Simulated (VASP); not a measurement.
**SiC: single point with r2SCAN**

SiC:

```
Si C
1.0
     0.00000    2.22077    2.22077
     2.22077    0.00000    2.22077
     2.22077    2.22077    0.00000
Si C
1 1
Cartesian
  0.0000 0.0000 0.0000
  1.1104 1.1104 1.1104
```

This cell differs from its parent crystal: volume changed by +6%.

| Quantity | Value |
| --- | --- |
| Program | VASP 6.6.1 |
| Task | single point |
| Functional | r2SCAN |
| Potentials or basis | VASP PAW PBE potentials, release 64 (Si, C) |
| Cutoff | 520 eV |
| k mesh | 8 × 8 × 8 |
| Occupations | gaussian, width 0.01 eV |
| Spin | no spin polarisation |

```yaml
Pressure: -11.9 GPa
Band_gap_on_the_k_mesh: 1.76 eV, indirect (least direct gap 4.98 eV)
```

Levels at points of the mesh, in eV from the valence-band top:
| k point | band 2 | band 3 | band 4 | band 5 | band 6 | band 7 |
| --- | --- | --- | --- | --- | --- | --- |
| (0.00, 0.00, 0.00) | 0.00 | 0.00 | 0.00 | 6.12 | 7.43 | 7.43 |
| (0.50, 0.00, 0.00) | -8.51 | -1.09 | -1.09 | 5.45 | 7.50 | 7.50 |
| (0.50, 0.50, 0.00) | -7.88 | -3.22 | -3.22 | 1.76 | 4.60 | 14.43 |

Run time: 50 s on 1 thread of Intel Xeon 8259CL, with other jobs on the host, peak memory 0.14 GiB.

Caveat: the PAW data sets were made with another functional, which shifts forces and pressure a little. A k mesh can miss the band edges.
